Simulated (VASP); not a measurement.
# B3O (P6_3/mcm) in VASP: single point with PBE

Aim: the single point of B3O with PBE.

Program: VASP 6.6.1. These are calculated values, not measurements. Logs are shortened: lines on timing, memory, paths and dates and some standing lists are left out, and cuts for length are marked.

## Step 1: The cell of the first run

It takes space group P6_3/mcm (No. 193, hexagonal). Conventional cell: a = 4.169 Å, b = 4.169 Å, c = 3.767 Å, α = 90.00°, β = 90.00°, γ = 120.00°. Within 2.1 Å of B (site symmetry m2m) lie 2 O at 1.60 Å. Within 2.1 Å of O (site symmetry -3m) lie 6 B at 1.60 Å and 2 O at 1.88 Å.

## Step 2: Single point, PBE, collinear spin, ferromagnetic start

File INCAR:

```
ALGO     = Normal         # electronic algorithm
EDIFF    = 1E-7           # SCF threshold, eV
ENCUT    = 520            # plane-wave cutoff, eV
GGA      = PE             # functional
ISIF     = 2              # what is computed and relaxed
ISMEAR   = 0              # smearing method
ISPIN    = 2              # spin polarisation
LASPH    = True           # aspherical terms in the spheres
LCHARG   = False          # write CHGCAR
LORBIT   = 11             # projections on sites
LREAL    = False          # projectors in reciprocal space
LWAVE    = False          # write WAVECAR
MAGMOM   = 0 0 0 0 0 0 1 1 # initial moments
NBANDS   = 29             # bands
NELM     = 150            # most SCF steps
PREC     = Accurate       # precision mode
SIGMA    = 0.1            # smearing width, eV
```

File KPOINTS:

```
k-points
0
Gamma
  6 6 6
```

File POSCAR:

```
B3O
1.0
    4.1694827182      0.0000000000      0.0000000000
   -2.0847413592      3.6108779546      0.0000000000
    0.0000000000      0.0000000000      3.7666994433
B O
6 2
Direct
    0.3115000000      0.3115000000      0.2500000000
    0.0000000000      0.3115000000      0.7500000000
    0.6885000000      0.0000000000      0.2500000000
    0.6885000000      0.6885000000      0.7500000000
    0.0000000000      0.6885000000      0.2500000000
    0.3115000000      0.0000000000      0.7500000000
    0.0000000000      0.0000000000      0.0000000000
    0.0000000000      0.0000000000      0.5000000000
```

Potentials or basis: VASP PAW PBE potentials, release 64 (B, O).

On the command line:

```console
$ cat potpaw_PBE.64/B/POTCAR potpaw_PBE.64/O/POTCAR > POTCAR
$ mpirun -np 1 vasp_std > vasp.out
```

OUTCAR:

```text
EDIFF = 1E-7
   ENCUT = 520
   GGA = PE
   ISIF = 2
   ISMEAR = 0
   ISPIN = 2
   LASPH = True
   LORBIT = 11
   LREAL = False
   NELM = 150
   PREC = Accurate

 ion  position               nearest neighbor table
   1  0.312  0.312  0.250-   7 1.60   8 1.60
   2  0.000  0.312  0.750-   7 1.60   8 1.60
   3  0.688  0.000  0.250-   7 1.60   8 1.60
   4  0.688  0.688  0.750-   7 1.60   8 1.60
   5  0.000  0.688  0.250-   7 1.60   8 1.60
   6  0.312  0.000  0.750-   7 1.60   8 1.60
   7  0.000  0.000  0.000-   1 1.60   4 1.60   3 1.60   6 1.60   5 1.60   2 1.60   8 1.88   8 1.88

   8  0.000  0.000  0.500-   1 1.60   4 1.60   3 1.60   6 1.60   5 1.60   2 1.60   7 1.88   7 1.88

  LATTYP: Found a hexagonal cell.
 ALAT       =     4.1694827182
 C/A-ratio  =     0.9033973032

  Lattice vectors:

 A1 = (   4.1694827182,   0.0000000000,   0.0000000000)
 A2 = (  -2.0847413592,   3.6108779546,   0.0000000000)
 A3 = (   0.0000000000,   0.0000000000,   3.7666994433)

Analysis of symmetry for initial positions (statically):
=====================================================================
 Subroutine PRICEL returns:
 Original cell was already a primitive cell.

 Routine SETGRP: Setting up the symmetry group for a
 hexagonal supercell.

 Subroutine GETGRP returns: Found 24 space group operations
 (whereof 12 operations were pure point group operations)
 out of a pool of 24 trial point group operations.

The static configuration has the point symmetry D_3d.
 The point group associated with its full space group is D_6h.

Analysis of symmetry for dynamics (positions and initial velocities):
=====================================================================
 Subroutine PRICEL returns:
 Original cell was already a primitive cell.

 Routine SETGRP: Setting up the symmetry group for a
 hexagonal supercell.

 Subroutine GETGRP returns: Found 24 space group operations
 (whereof 12 operations were pure point group operations)
 out of a pool of 24 trial point group operations.

The dynamic configuration has the point symmetry D_3d.
 The point group associated with its full space group is D_6h.

Analysis of structural, dynamic, and magnetic symmetry:
=====================================================================
 Subroutine PRICEL returns:
[... 160 lines left out ...]

 number of electron      29.9999979 magnetization       0.0001014

 Free energy of the ion-electron system (eV)
  ---------------------------------------------------
  ext. energy  EPLUGINS =         0.00000000
  ---------------------------------------------------
  free energy    TOTEN  =       -29.48535570 eV

  energy without entropy =      -29.46121876  energy(sigma->0) =      -29.47328723

 E-fermi :   8.5422     XC(G=0): -12.1887

 val. band max:        8.5393795041   @ k =   0.3333   0.0000   0.1667
 cond. band min:       8.5550236210   @ k =   0.1667   0.0000   0.1667
 fundamental gap:      0.0156441169
 Fermi energy:         8.5421889680

 spin component 1

 k-point     1 :       0.0000    0.0000    0.0000
  band No.  band energies     occupation
      1     -21.1209      1.00000
      2     -15.6750      1.00000
      3      -9.4205      1.00000
      4      -6.9575      1.00000
      5      -6.9575      1.00000
      6      -2.8262      1.00000
[... 709 lines left out ...]
     26      15.2350      0.00000
     27      17.4859      0.00000

 [... further k-points ...]

 spin component 2

 k-point     1 :       0.0000    0.0000    0.0000
  band No.  band energies     occupation
      1     -21.1209      1.00000
      2     -15.6750      1.00000
      3      -9.4205      1.00000
      4      -6.9575      1.00000
      5      -6.9575      1.00000
      6      -2.8261      1.00000
[... 709 lines left out ...]
     26      15.2351      0.00000
     27      17.4859      0.00000

 [... further k-points ...]

 [bands above 27 left out]

------------------------ aborting loop because EDIFF is reached ----------------------------------------

  FORCE on cell =-STRESS in cart. coord.  units (eV):
  Direction    XX          YY          ZZ          XY          YZ          ZX
  --------------------------------------------------------------------------------------
  -------------------------------------------------------------------------------------
  Total        8.6325840      8.6325840     34.0646312     -0.0000000      0.0000000      0.0000000
  in kB      243.8908132    243.8908132    962.4059910     -0.0000000      0.0000000      0.0000000
  external PRESSURE =     483.3958725 kB  Pullay stress =       0.0000000 kB

 VOLUME and BASIS-vectors are now :
 -----------------------------------------------------------------------------
  energy-cutoff  :      520.00
  volume of cell :       56.71
      direct lattice vectors                 reciprocal lattice vectors
     4.169482718  0.000000000  0.000000000     0.239837905  0.138470479  0.000000000
    -2.084741359  3.610877955  0.000000000     0.000000000  0.276940958  0.000000000
     0.000000000  0.000000000  3.766699443     0.000000000  0.000000000  0.265484415

 POSITION                                       TOTAL-FORCE (eV/Angst)
 -----------------------------------------------------------------------------------
      0.64940      1.12479      0.94167         3.318408      5.747651     -0.000000
     -0.64940      1.12479      2.82502        -3.318408      5.747651     -0.000000
      2.87069      0.00000      0.94167        -6.636815      0.000000     -0.000000
      1.43534      2.48609      2.82502        -3.318408     -5.747651      0.000000
     -1.43534      2.48609      0.94167         3.318408     -5.747651      0.000000
      1.29879      0.00000      2.82502         6.636815      0.000000      0.000000
      0.00000      0.00000      0.00000        -0.000000      0.000000      0.000000
      0.00000      0.00000      1.88335        -0.000000      0.000000      0.000000
 -----------------------------------------------------------------------------------
    total drift:                               -0.000000     -0.000000      0.000000

  FREE ENERGIE OF THE ION-ELECTRON SYSTEM (eV)
  ---------------------------------------------------
  free  energy   TOTEN  =       -29.4853556965 eV

  energy  without entropy=      -29.4612187642  energy(sigma->0) =      -29.47328723

 total charge

# of ion       s       p       d       tot
------------------------------------------
    1        0.716   0.876   0.000   1.592
    2        0.716   0.876   0.000   1.592
    3        0.716   0.876   0.000   1.592
    4        0.716   0.876   0.000   1.592
    5        0.716   0.876   0.000   1.592
    6        0.716   0.876   0.000   1.592
    7        1.644   3.677   0.000   5.320
    8        1.644   3.677   0.000   5.320
--------------------------------------------------
tot          7.585  12.607   0.000  20.192

 magnetization (x)

# of ion       s       p       d       tot
------------------------------------------
    1        0.000   0.000   0.000   0.000
    2        0.000   0.000   0.000   0.000
    3        0.000   0.000   0.000   0.000
    4        0.000   0.000   0.000   0.000
    5        0.000   0.000   0.000   0.000
    6        0.000   0.000   0.000   0.000
    7        0.000  -0.000   0.000  -0.000
    8        0.000  -0.000   0.000  -0.000
--------------------------------------------------
tot          0.000   0.000   0.000   0.000
```

OSZICAR:

```text
N       E                     dE             d eps       ncg     rms          rms(c)
DAV:   1     0.101175991585E+03    0.10118E+03   -0.14449E+04  3248   0.977E+02
DAV:   2    -0.239835766582E+02   -0.12516E+03   -0.11576E+03  4083   0.214E+02
DAV:   3    -0.299343005202E+02   -0.59507E+01   -0.57936E+01  4120   0.397E+01
DAV:   4    -0.299878623728E+02   -0.53562E-01   -0.53307E-01  3811   0.362E+00
DAV:   5    -0.299884910101E+02   -0.62864E-03   -0.62838E-03  4039   0.332E-01    0.112E+01
DAV:   6    -0.295491863534E+02    0.43930E+00   -0.25472E+00  3739   0.916E+00    0.350E+00
DAV:   7    -0.294827492663E+02    0.66437E-01   -0.33082E-01  3634   0.305E+00    0.179E+00
DAV:   8    -0.294823687037E+02    0.38056E-03   -0.34673E-02  4113   0.989E-01    0.779E-01
DAV:   9    -0.294844959273E+02   -0.21272E-02   -0.33433E-03  3764   0.380E-01    0.392E-01
DAV:  10    -0.294852956706E+02   -0.79974E-03   -0.91959E-04  3919   0.199E-01    0.991E-02
DAV:  11    -0.294853550074E+02   -0.59337E-04   -0.75822E-05  4021   0.602E-02    0.252E-02
DAV:  12    -0.294853572416E+02   -0.22342E-05   -0.67109E-05  3981   0.499E-02    0.160E-02
DAV:  13    -0.294853565254E+02    0.71616E-06   -0.59415E-06  3739   0.169E-02    0.910E-03
DAV:  14    -0.294853556535E+02    0.87197E-06   -0.48133E-06  3890   0.134E-02    0.177E-03
DAV:  15    -0.294853556965E+02   -0.43024E-07   -0.27147E-07  3264   0.314E-03
   1 F= -.29485356E+02 E0= -.29473287E+02  d E =-.241369E-01  mag=     0.0001
```

stdout:

```text
POSCAR found type information on POSCAR B O
 POSCAR found :  2 types and       8 ions
 scaLAPACK will be used
 LDA part: xc-table for (Slater+PW92), standard interpolation
 POSCAR, INCAR and KPOINTS ok, starting setup
 FFT: planning ... GRIDC
 FFT: planning ... GRID_SOFT
 FFT: planning ... GRID
 WAVECAR not read
 entering main loop
```

Wall time 33 s (1 thread of Intel Xeon 6975P-C (Granite Rapids), shared host); peak memory 0.22 GiB.

Results:

```
Free energy                                           : -29.4854 eV
Pressure                                              : 48.3 GPa
Largest force                                         : 6.637 eV/Å
Band gap on the k mesh                                : zero (filled and empty bands overlap)
Net moment                                            : 0.00 μB per cell
Valence electrons inside the program's atomic spheres : B 1.59; O 5.32
```

Forces in eV/Å, atoms in the order of the input:
```
B    3.318  5.748  0.000
B   -3.318  5.748  0.000
B   -6.637  0.000  0.000
B   -3.318 -5.748  0.000
B    3.318 -5.748  0.000
B    6.637  0.000  0.000
O    0.000  0.000  0.000
O    0.000  0.000  0.000
```

Caveat: forces of over 1 eV/Å act on the atoms, so gaps and moduli don't describe the material at rest.
